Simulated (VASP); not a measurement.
Here is a VASP 6.6.1 calculation.

File INCAR:

```
ALGO = Normal
EDIFF = 1E-6
ENCUT = 520
GGA = PE
ISIF = 2
ISMEAR = -1
LASPH = T
LCHARG = T
LELF = T
LREAL = F
LVHAR = T
LWAVE = F
NBANDS = 16
NELM = 60
PREC = Accurate
SIGMA = 0.02
```

The input KPOINTS:

```
k-points
0
Gamma
  6 6 6
```

Contents of POSCAR:

```
InSb
1.0
    0.0000000000      3.1811276270      3.1811276270
    3.1811276270      0.0000000000      3.1811276270
    3.1811276270      3.1811276270      0.0000000000
In Sb
1 1
Direct
    0.0000000000      0.0000000000      0.0000000000
    0.2500000000      0.2500000000      0.2500000000
```

Potentials or basis: VASP PAW PBE potentials, release 64 (In_d, Sb).

Run with:

```console
$ cat potpaw_PBE.64/In_d/POTCAR potpaw_PBE.64/Sb/POTCAR > POTCAR
$ mpirun -np 1 vasp_std > vasp.out
```

(1) What does it give for the band gap on the k mesh?

(2) Predict the pressure.

Answers

(1) 0.13 eV.

(2) 6.2 GPa.

Caveat: the cell differs from its parent crystal (strain -3.0%); the cell stands under pressure; spin-orbit coupling is left out, which moves the levels of the heavy elements.
